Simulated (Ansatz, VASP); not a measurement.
## One calculation of KI, two programs

INCAR

```
PREC = Accurate
ENCUT = 520
EDIFF = 1E-6
ISMEAR = -1
SIGMA = 0.02
LREAL = F
LASPH = T
NELM = 60
ALGO = Normal
ISIF = 2
LWAVE = F
LCHARG = T
GGA = PE
LELF = T
LVHAR = T
NBANDS = 15
```

The input KPOINTS:

```
Automatic mesh
0
Gamma
  6 6 6
```

Contents of POSCAR:

```
KI
1.0
    4.2910851989      0.0000000000      0.0000000000
    0.0000000000      4.2910851989      0.0000000000
    0.0000000000      0.0000000000      4.2910851989
K I
1 1
Direct
    0.0000000000      0.0000000000      0.0000000000
    0.5000000000      0.5000000000      0.5000000000
```

Input for Ansatz:

```yaml
crystal:
  lattice:
    - [4.2910851989, 0.0, 0.0]
    - [0.0, 4.2910851989, 0.0]
    - [0.0, 0.0, 4.2910851989]
  atoms:
    - { symbol: K, position: [0.0, 0.0, 0.0] }
    - { symbol: I, position: [0.5, 0.5, 0.5] }
kpoints:
  mp_grid: { grid: [6, 6, 6] }
  band_path:
    path:
      - [[0.0, 0.0, 0.0], [2.170265282361e-50, 0.5, -9.065170252232e-68], [0.5, 0.5, 2.169302394705e-34], [0.0, 0.0, 0.0], [0.5, 0.5, 0.5], [2.170265282361e-50, 0.5, -9.065170252232e-68]]
      - [[0.5, 0.5, 0.5], [0.5, 0.5, 2.169302394705e-34]]
    npoints: 10
hamiltonian:
  xc: pbe
scf:
  occupations: { method: fermi_dirac, width: 0.02 }
  n_extra_bands: 4
output:
  forces: true
  stress: true
  eigenvalues: true
  write_density: true
  write_potential: true
  elf: true
  volumetric_format: npy
```

Alike in both runs: task single point; functional PBE; k mesh 6 × 6 × 6; occupations fermi-dirac, width 0.02 eV; no spin polarisation.

|  | VASP | Ansatz |
| --- | --- | --- |
| version | VASP 6.6.1 | Ansatz 0.2.0 |
| potentials or method | VASP PAW PBE potentials, release 64 (K_sv, I) | plane waves, PAW |
| plane-wave cutoff (eV) | 520 | 420 |
| valence electrons in the cell | 16 | 26 |

```csv
,VASP,Ansatz,Ansatz less VASP
gap on the k mesh at the Fermi level (eV),3.33,3.33,+0.004
pressure (GPa),0.5,0.5,-0.03
```

The functional is the same, so the differences come from potentials, cutoffs and numerics. VASP's potentials hold 16 valence electrons a cell and Ansatz's 26, so a difference there can come from the potentials and not from the codes.

Spin-orbit coupling is off throughout.
